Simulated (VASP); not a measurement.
# Pd (a cell with a defect) in VASP: notebook

Pd (a cell with a defect) is run at these levels: PBE; tasks: single point.

All numbers are computed with VASP 6.6.1; they aren't measurements. Logs are shortened: lines on timing, memory, paths and dates and some standing lists are left out, and cuts for length are marked.

## Step 1: The cell of the first run

The cell holds a defect, 7 atoms: a = 5.506 Å, b = 5.506 Å, c = 5.506 Å, α = 60.00°, β = 60.00°, γ = 60.00°.

## Step 2: Single point, PBE

INCAR

```
SYSTEM = Pd
PREC = Accurate
ENCUT = 520
EDIFF = 1E-6
ISMEAR = 0
SIGMA = 0.1
LREAL = .False.
LASPH = .True.
NELM = 60
ALGO = Normal
ISIF = 2
LWAVE = .False.
LCHARG = .True.
GGA = PE
LELF = .True.
LVHAR = .True.
NBANDS = 44
```

KPOINTS

```
Automatic mesh
0
Gamma
  2 2 2
  0 0 0
```

POSCAR

```
Pd
1.0
    0.0000000000      3.8930000000      3.8930000000
    3.8930000000      0.0000000000      3.8930000000
    3.8930000000      3.8930000000      0.0000000000
Pd
7
Direct
    0.0000000000      0.0000000000      0.3824243514
    0.0086812227      0.5313691241     -0.0233365014
   -0.0086812227      0.4686308759      0.5167138454
    0.5313691241      0.0086812227     -0.0233365014
    0.4686308759     -0.0086812227      0.5167138454
    0.5000000000      0.5000000000      0.0117770357
    0.5000000000      0.5000000000      0.4940444387
```

Potentials or basis: VASP PAW PBE potentials, release 64 (Pd).

Run with:

```sh
$ cat potpaw_PBE.64/Pd/POTCAR > POTCAR
$ mpirun -np 1 vasp_std > vasp.out
```

OUTCAR:

```text
SYSTEM = Pd
   PREC = Accurate
   ENCUT = 520
   EDIFF = 1E-6
   ISMEAR = 0
   LREAL = .False.
   LASPH = .True.
   NELM = 60
   ISIF = 2
   GGA = PE

 ion  position               nearest neighbor table
   1  0.000  0.000  0.382-   4 2.65   2 2.65   3 2.65   5 2.65   7 2.82   7 2.82   2 2.99   4 2.99
                             3 2.99   5 2.99   6 3.43   6 3.43
   2  0.009  0.531  0.977-   4 2.63   1 2.65   7 2.69   6 2.72   3 2.77   3 2.77   6 2.80   7 2.83
                             4 2.88   1 2.99
   3  0.991  0.469  0.517-   5 2.63   1 2.65   7 2.69   6 2.72   2 2.77   2 2.77   6 2.80   7 2.83
                             5 2.88   1 2.99
   4  0.531  0.009  0.977-   2 2.63   1 2.65   7 2.69   6 2.72   5 2.77   5 2.77   6 2.80   7 2.83
                             2 2.88   1 2.99
   5  0.469  0.991  0.517-   3 2.63   1 2.65   7 2.69   6 2.72   4 2.77   4 2.77   6 2.80   7 2.83
                             3 2.88   1 2.99
   6  0.500  0.500  0.012-   7 2.66   5 2.72   3 2.72   2 2.72   4 2.72   4 2.80   2 2.80   5 2.80
                             3 2.80   7 2.85   1 3.43   1 3.43
   7  0.500  0.500  0.494-   6 2.66   3 2.69   4 2.69   5 2.69   2 2.69   1 2.82   1 2.82   5 2.83
                             3 2.83   4 2.83   2 2.83   6 2.85

  LATTYP: Found a face centered cubic cell.
 ALAT       =     7.7860000000

  Lattice vectors:

 A1 = (   0.0000000000,   3.8930000000,   3.8930000000)
 A2 = (   3.8930000000,   0.0000000000,   3.8930000000)
 A3 = (   3.8930000000,   3.8930000000,   0.0000000000)

Analysis of symmetry for initial positions (statically):
=====================================================================
 Subroutine PRICEL returns:
 Original cell was already a primitive cell.

 Routine SETGRP: Setting up the symmetry group for a
 face centered cubic supercell.

 Subroutine GETGRP returns: Found  4 space group operations
 (whereof  4 operations were pure point group operations)
 out of a pool of 48 trial point group operations.

The static configuration has the point symmetry C_2v.

Analysis of symmetry for dynamics (positions and initial velocities):
=====================================================================
 Subroutine PRICEL returns:
 Original cell was already a primitive cell.

 Routine SETGRP: Setting up the symmetry group for a
 face centered cubic supercell.

 Subroutine GETGRP returns: Found  4 space group operations
 (whereof  4 operations were pure point group operations)
 out of a pool of 48 trial point group operations.

The dynamic configuration has the point symmetry C_2v.

[... 94 lines left out ...]
   ISIF   =      2    stress and relaxation
   ISYM   =      2    0-nonsym 1-usesym 2-fastsym
   POTIM  = 0.5000    time-step for ionic-motion
   TEBEG  =    0.0;   TEEND  =   0.0 temperature during run
   PSTRESS=    0.0 pullay stress
   NELECT =      70.0000    total number of electrons
   NUPDOWN=      -1.0000    fix difference up-down
   EMIN   =  10.00;   EMAX   =-10.00  energy-range for DOS
   EFERMI =   0.00;   METHOD = LEGACY
   ISMEAR =     0;   SIGMA  =   0.10  broadening in eV -4-tet -1-fermi 0-gaus
   EFERMI_NEDOS =   21; number of points for ismear=-14 and -15
   IALGO  =     38    algorithm
   IMIX   =      4    mixing-type and parameters
     AMIX     =   0.40;   BMIX     =  1.00
     AMIX_MAG =   1.60;   BMIX_MAG =  1.00
  volume/ion in A,a.u.               =      16.86       113.76
  Fermi-wavevector in a.u.,A,eV,Ry     =   1.375561  2.599433 25.744500  1.892167
  Thomas-Fermi vector in A             =   2.500885
   LORBIT       =      0    0 simple, 1 ext, 2 COOP (PROOUT), +10 PAW based schemes
   GGA     = PE    functional components
   LHFCALC =     F    Hartree Fock is set to
   AEXX    =    0.0000 exact exchange contribution
   IVDW    =     0    specifies the selected vdW correction
   LEPSILON=     F    determine dielectric tensor
   LRPA    =     F    only Hartree local field effects (RPA)
 non-spin polarized calculation
 Gauss-broadening in eV      SIGMA  =   0.10
  energy-cutoff  :      520.00
  volume of cell :      118.00
 maximum number of plane-waves:      3218
 NGX is ok and might be reduce to    42
   NGX = 21   NGY = 21   NGZ = 21

 number of electron      70.0000001 magnetization

 Free energy of the ion-electron system (eV)
  ---------------------------------------------------
  ext. energy  EPLUGINS =         0.00000000
  ---------------------------------------------------
  free energy    TOTEN  =       -36.52439742 eV

  energy without entropy =      -36.42546872  energy(sigma->0) =      -36.47493307

 E-fermi :   7.8483     XC(G=0): -12.2514

 val. band max:        7.8452585047   @ k =   0.0000   0.0000   0.5000
 cond. band min:       7.8491130077   @ k =   0.5000   0.0000   0.0000
 fundamental gap:      0.0038545030
 Fermi energy:         7.8482971167

 k-point     1 :       0.0000    0.0000    0.0000
  band No.  band energies     occupation
      1       1.3081      2.00000
      2       2.5914      2.00000
      3       2.6791      2.00000
      4       2.8104      2.00000
      5       3.0361      2.00000
      6       3.1352      2.00000
[... 224 lines left out ...]
     43      16.7213      0.00000
     44      17.2274      0.00000

------------------------ aborting loop because EDIFF is reached ----------------------------------------

  FORCE on cell =-STRESS in cart. coord.  units (eV):
  Direction    XX          YY          ZZ          XY          YZ          ZX
  --------------------------------------------------------------------------------------
  -------------------------------------------------------------------------------------
  Total       -3.3073310     -3.3073310     -2.6985768     -0.1344726      0.0000000      0.0000000
  in kB      -44.9060683    -44.9060683    -36.6405648     -1.8258341      0.0000000      0.0000000
  external PRESSURE =     -42.1509005 kB  Pullay stress =       0.0000000 kB

 VOLUME and BASIS-vectors are now :
 -----------------------------------------------------------------------------
  energy-cutoff  :      520.00
  volume of cell :      118.00
      direct lattice vectors                 reciprocal lattice vectors
     0.000000000  3.893000000  3.893000000    -0.128435654  0.128435654  0.128435654
     3.893000000  0.000000000  3.893000000     0.128435654 -0.128435654  0.128435654
     3.893000000  3.893000000  0.000000000     0.128435654  0.128435654 -0.128435654

 POSITION                                       TOTAL-FORCE (eV/Angst)
 -----------------------------------------------------------------------------------
      1.48878      1.48878      0.00000         0.906351      0.906351      0.000000
      5.87077      3.83595      2.10242        -0.184615     -0.147777     -0.051150
      3.83595      5.87077      5.68358        -0.147777     -0.184615      0.051150
      3.83595      5.87077      2.10242        -0.147777     -0.184615     -0.051150
      5.87077      3.83595      5.68358        -0.184615     -0.147777      0.051150
      1.99235      1.99235      3.89300        -0.120205     -0.120205      0.000000
      3.86981      3.86981      3.89300        -0.121361     -0.121361      0.000000
 -----------------------------------------------------------------------------------
    total drift:                                0.000135      0.000135     -0.000000

  FREE ENERGIE OF THE ION-ELECTRON SYSTEM (eV)
  ---------------------------------------------------
  free  energy   TOTEN  =       -36.5243974157 eV

  energy  without entropy=      -36.4254687221  energy(sigma->0) =      -36.47493307
```

Wall time 23 s (1 thread of Intel Xeon 6975P-C (Granite Rapids), shared host); peak memory 0.24 GiB.

What came out:

| Property | Result |
| --- | --- |
| Free energy | -36.5244 eV |
| Pressure | -4.2 GPa |
| Largest force | 1.282 eV/Å |
| Band gap on the k mesh | zero (band 35 reaches 8.03 eV, above the bottom of band 36 at 7.44 eV) |

Forces on the atoms (eV/Å):
```
Pd   0.906  0.906  0.000
Pd  -0.185 -0.148 -0.051
Pd  -0.148 -0.185  0.051
Pd  -0.148 -0.185 -0.051
Pd  -0.185 -0.148  0.051
Pd  -0.120 -0.120  0.000
Pd  -0.121 -0.121  0.000
```

Stress tensor (GPa, compression positive):
```
-4.49 -0.18  0.00
-0.18 -4.49  0.00
 0.00  0.00 -3.66
```

Caveat: the k points lie up to 0.70 Å⁻¹ apart.

## Step 3: Single point, PBE

INCAR

```
SYSTEM = Pd
PREC = Accurate
ENCUT = 520
EDIFF = 1E-6
ISMEAR = 0
SIGMA = 0.1
LREAL = .False.
LASPH = .True.
NELM = 100
ALGO = Normal
ISIF = 2
LWAVE = .False.
LCHARG = .False.
GGA = PE
NBANDS = 44
```

KPOINTS is that of step 2.

POSCAR

```
Pd
1.0
    0.0000000000      3.8930000000      3.8930000000
    3.8930000000      0.0000000000      3.8930000000
    3.8930000000      3.8930000000      0.0000000000
Pd
7
Direct
    0.0000000000      0.0000000000      0.1175759055
    0.0086812227      0.5313691241     -0.0167138454
   -0.0086812227      0.4686308759      0.5233365014
    0.5313691241      0.0086812227     -0.0167138454
    0.4686308759     -0.0086812227      0.5233365014
    0.5000000000      0.5000000000      0.0059555613
    0.5000000000      0.5000000000      0.4882229643
```

Potentials or basis: VASP PAW PBE potentials, release 64 (Pd).

Run with:

```sh
$ cat potpaw_PBE.64/Pd/POTCAR > POTCAR
$ mpirun -np 1 vasp_std > vasp.out
```

It took 22 s on 1 thread of Intel Xeon 6975P-C (Granite Rapids), shared host; peak memory 0.24 GiB.

The run converged. Its results:

```
Free energy            : -36.5244 eV
Pressure               : -4.2 GPa
Largest force          : 1.282 eV/Å
Band gap on the k mesh : zero (band 35 reaches 8.03 eV, above the bottom of band 36 at 7.44 eV)
```

Forces in eV/Å, atoms in the order of the input:
```
Pd  -0.906 -0.906  0.000
Pd   0.148  0.185 -0.051
Pd   0.185  0.148  0.051
Pd   0.185  0.148 -0.051
Pd   0.148  0.185  0.051
Pd   0.121  0.121  0.000
Pd   0.120  0.120  0.000
```

Stress tensor (GPa, compression positive):
```
-4.49 -0.18  0.00
-0.18 -4.49  0.00
 0.00  0.00 -3.66
```

Levels at points of the mesh, in eV from the Fermi level:
```csv
k point,band 31,band 32,band 33,band 34,band 35,band 36,band 37,band 38,band 39,band 40
"(0.00, 0.00, 0.00)",-0.04,-0.01,0.01,0.11,0.18,0.33,1.58,2.02,2.04,2.31
"(0.50, 0.00, 0.00)",-0.78,-0.63,-0.31,-0.20,-0.03,0.00,0.03,3.09,3.25,3.57
"(0.00, 0.00, 0.50)",-0.87,-0.79,-0.68,-0.15,0.00,0.05,0.17,3.07,3.50,3.59
"(0.50, 0.50, 0.00)",-1.07,-0.85,-0.76,-0.53,-0.28,-0.25,0.31,1.72,2.31,2.61
"(0.00, 0.50, 0.50)",-1.04,-0.94,-0.67,-0.55,-0.52,-0.40,0.16,1.80,2.44,2.52
```

Caveat: the k points lie up to 0.70 Å⁻¹ apart.
